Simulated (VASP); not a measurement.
Write the native input for VASP 6.6.1 that does the following.

```
Task                   : single point
Functional             : r2SCAN
Potentials or basis    : VASP PAW PBE potentials, release 64 (Ti_sv, Ni)
Cutoff                 : 520 eV
k mesh                 : 14 × 14 × 14
Occupations            : gaussian, width 0.1 eV
Spin                   : no spin polarisation
Dipole correction      : no
Further INCAR settings : ALGO = Normal; EDIFF = 1e-07; NBANDS = 18
```

TiNi:

```xyz
2
Lattice="2.8639 0.0000 0.0000 0.0000 2.8639 0.0000 0.0000 0.0000 2.8639" Properties=species:S:1:pos:R:3 pbc="T T T"
Ti    1.4320    1.4320    1.4320
Ni    0.0000    0.0000    0.0000
```

One way to write it, as run:

POSCAR

```
TiNi
1.0
    2.8639120855      0.0000000000      0.0000000000
    0.0000000000      2.8639120855      0.0000000000
    0.0000000000      0.0000000000      2.8639120855
Ti Ni
1 1
Direct
    0.5000000000      0.5000000000      0.5000000000
    0.0000000000      0.0000000000      0.0000000000
```

INCAR.step1

```
SYSTEM = TiNi
PREC = Accurate
ENCUT = 520
ISMEAR = 0
SIGMA = 0.1
LREAL = .False.
LASPH = .True.
NELM = 60
NBANDS = 18
GGA = PE
ALGO = Normal
EDIFF = 1E-4
LWAVE = .True.
LCHARG = .False.
```

INCAR.step2

```
SYSTEM = TiNi
PREC = Accurate
ENCUT = 520
EDIFF = 1E-7
ISMEAR = 0
SIGMA = 0.1
LREAL = .False.
LASPH = .True.
NELM = 60
ALGO = Normal
ISIF = 2
LWAVE = .False.
LCHARG = .False.
METAGGA = R2SCAN
LMIXTAU = .True.
NBANDS = 18
ISTART = 1
```

KPOINTS

```
Automatic mesh
0
Gamma
  14 14 14
  0 0 0
```

Potentials or basis: VASP PAW PBE potentials, release 64 (Ti_sv, Ni).

Launch:

```console
$ cat potpaw_PBE.64/Ti_sv/POTCAR potpaw_PBE.64/Ni/POTCAR > POTCAR
$ cp INCAR.step1 INCAR
$ mpirun -np 1 vasp_std > vasp.out
$ cp INCAR.step2 INCAR
$ mpirun -np 1 vasp_std > vasp.out
```

Results of the run:

- Pressure: 29.6 GPa
- Band gap on the k mesh: zero (bands 11 and 12 overlap by 2.11 eV)

Caveat: the cell stands under pressure; the PAW data sets were made with another functional, which shifts forces and pressure a little.

Run time: 4.3 min on 1 thread of Intel Xeon 8259CL, with other jobs on the host, peak memory 0.19 GiB.
